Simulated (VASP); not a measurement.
Write the native input for VASP 6.6.1 that does the following.

```yaml
Task: relaxation of cell and atoms
Functional: PBE
Potentials_or_basis: VASP PAW PBE potentials, release 64 (Bi_d, Zn)
Cutoff: 600 eV
k_mesh: 6 × 6 × 6
Occupations: fermi-dirac, width 0.05 eV
Spin: no spin polarisation
Dipole_correction: no
Further_INCAR_settings: ALGO = Normal; EDIFF = 1e-07; IBRION = 2; EDIFFG = -0.01; NSW = 60; ISIF = 3
```

The structure of ZnBi3 lies in POSCAR:

```
ZnBi3
1.0
    4.8731640000      0.0000000000      0.0000000000
    0.0000000000      4.8731640000      0.0000000000
    0.0000000000      0.0000000000      4.8731640000
Bi Zn
3 1
Direct
    0.5000000000      0.5000000000      0.0000000000
    0.5000000000      0.0000000000      0.5000000000
    0.0000000000      0.5000000000      0.5000000000
    0.0000000000      0.0000000000      0.0000000000
```

One way to write it, as run:

INCAR

```
PREC = Accurate
ENCUT = 600
EDIFF = 1E-7
ISMEAR = -1
SIGMA = 0.05
LREAL = F
LASPH = T
NELM = 100
ALGO = Normal
ISIF = 3
LWAVE = F
LCHARG = F
GGA = PE
IBRION = 2
NSW = 60
EDIFFG = -0.01
```

KPOINTS

```
regular mesh
0
Gamma
  6 6 6
```

Potentials or basis: VASP PAW PBE potentials, release 64 (Bi_d, Zn).

Launch:

```bash
$ cat potpaw_PBE.64/Bi_d/POTCAR potpaw_PBE.64/Zn/POTCAR > POTCAR
$ mpirun -np 1 vasp_std > vasp.out
```

It gave:

The relaxed volume is 28.88 Å³/atom. The relaxed cell is a = 4.870 Å, b = 4.870 Å, c = 4.870 Å, α = 90.00°, β = 90.00°, γ = 90.00°, the space group after relaxing (to 0.1 Å) is Pm-3m (No. 221) and the energy gained by relaxing is 0.0 meV/atom. The ionic steps are 2. The pressure after relaxing is 0.0 GPa and the band gap on the k mesh is zero (an odd number of electrons rules out a gap without spin polarisation).

Caveat: spin-orbit coupling is left out, which moves the levels of the heavy elements.

It took 73 s on 1 thread of AMD EPYC 9R45 96-Core Processor (Zen 5) (shared host), peak memory 0.26 GiB.
